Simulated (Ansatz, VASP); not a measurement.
**One calculation of W, two programs**

```
W
1.0
    -1.61359    1.61359    1.54904
     1.61359   -1.61359    1.54904
     1.61359    1.61359   -1.54904
W
1
Cartesian
  0.0000 0.0000 0.0000
```

Alike in both runs: task single point; functional PBE; k mesh 30 × 30 × 30; occupations gaussian, width 0.15 eV; no spin polarisation.

|  | VASP | Ansatz |
| --- | --- | --- |
| version | VASP 6.6.1 | Ansatz 0.2.0 |
| potentials or method | VASP PAW PBE potentials, release 64 (W_sv), cutoff 500 eV | scalar-relativistic, plane waves, PAW |
| valence electrons in the cell | 14 | 14 |

Ansatz gave:

| Item | Value |
| --- | --- |
| gap on the k mesh at the Fermi level (eV) | none |
| pressure (GPa) | 0.3 |
| traceless stress, the component that is largest in VASP (GPa) | 8.86 |

Question: What did VASP give for the same quantities?

Answer: gap on the k mesh at the Fermi level (eV): none; pressure (GPa): 0.8; traceless stress, the component that is largest in VASP (GPa): 8.85.

A gap of «none» marks a metal or a gap that the smearing closes. With one functional, cell and mesh, what is left measures potentials, basis and numerics.

Spin-orbit coupling is off throughout.
